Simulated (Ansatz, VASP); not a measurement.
Ni2Ge: VASP beside Ansatz

Contents of POSCAR:

```
Ni2Ge
1.0
    3.6598892839      0.0000000000      0.0000000000
   -1.8299446419      3.1695570949      0.0000000000
    0.0000000000      0.0000000000      4.8358805055
Ni Ge
4 2
Direct
    0.6666666667      0.3333333333      0.2500000000
    0.3333333333      0.6666666667      0.7500000000
    0.0000000000      0.0000000000      0.0000000000
    0.0000000000      0.0000000000      0.5000000000
    0.6666666667      0.3333333333      0.7500000000
    0.3333333333      0.6666666667      0.2500000000
```

The input INCAR.step1:

```
PREC = Accurate ; ENCUT = 520
ISMEAR = 0 ; SIGMA = 0.15
LREAL = F ; LASPH = T
NELM = 60 ; NBANDS = 43
GGA = PE ; ALGO = Normal
EDIFF = 1E-4 ; LWAVE = T
LCHARG = F
```

Contents of INCAR.step2:

```
PREC = Accurate ; ENCUT = 520
EDIFF = 1E-6 ; ISMEAR = 0
SIGMA = 0.15 ; LREAL = F
LASPH = T ; NELM = 60
ALGO = Normal ; ISIF = 2
LWAVE = F ; LCHARG = F
METAGGA = R2SCAN ; LMIXTAU = T
NBANDS = 43 ; ISTART = 1
```

Contents of KPOINTS:

```
regular mesh
0
Gamma
  12 12 10
```

Input for Ansatz:

```yaml
crystal:
  lattice:
    - [3.6598892839, 0.0, 0.0]
    - [-1.8299446419, 3.1695570949, 0.0]
    - [0.0, 0.0, 4.8358805055]
  atoms:
    - { symbol: Ni, position: [0.6666666667, 0.3333333333, 0.25] }
    - { symbol: Ni, position: [0.3333333333, 0.6666666667, 0.75] }
    - { symbol: Ni, position: [0.0, 0.0, 0.0] }
    - { symbol: Ni, position: [0.0, 0.0, 0.5] }
    - { symbol: Ge, position: [0.6666666667, 0.3333333333, 0.75] }
    - { symbol: Ge, position: [0.3333333333, 0.6666666667, 0.25] }
basis:
  ecutwfc: 500
kpoints:
  mp_grid: { grid: [12, 12, 10] }
hamiltonian:
  xc: r2scan
scf:
  occupations: { method: gaussian, width: 0.15 }
output:
  forces: true
  stress: true
  eigenvalues: true
```

Change from the starting cell: strain -0.080 along x and y, -0.040 along z, atoms carried along.

Alike in both runs: task single point; functional r2SCAN; k mesh 12 × 12 × 10; occupations gaussian, width 0.15 eV; no spin polarisation.

|  | VASP | Ansatz |
| --- | --- | --- |
| version | VASP 6.6.1 | Ansatz 0.2.0 |
| potentials or method | VASP PAW PBE potentials, release 64 (Ni, Ge_d), cutoff 520 eV | scalar-relativistic, plane waves, PAW |
| valence electrons in the cell | 68 | 100 |

|  | VASP | Ansatz | Ansatz less VASP |
| --- | --- | --- | --- |
| gap on the k mesh at the Fermi level (eV) | none | none | - |
| pressure (GPa) | 71.1 | 70.4 | -0.69 |
| traceless stress, the component that is largest in VASP (GPa) | -20.86 | -20.51 | +0.351 |

VASP's potentials were made for PBE, not for r2SCAN. A gap of «none» marks a metal or a gap that the smearing closes. Both programs put the cell under a high pressure, so it lies far from rest at this level. The functional is the same, so the differences come from potentials, cutoffs and numerics. VASP's potentials hold 68 valence electrons a cell and Ansatz's 100, so a difference there can come from the potentials and not from the codes.

Noted on VASP's run: the cell as given lies far from equilibrium.
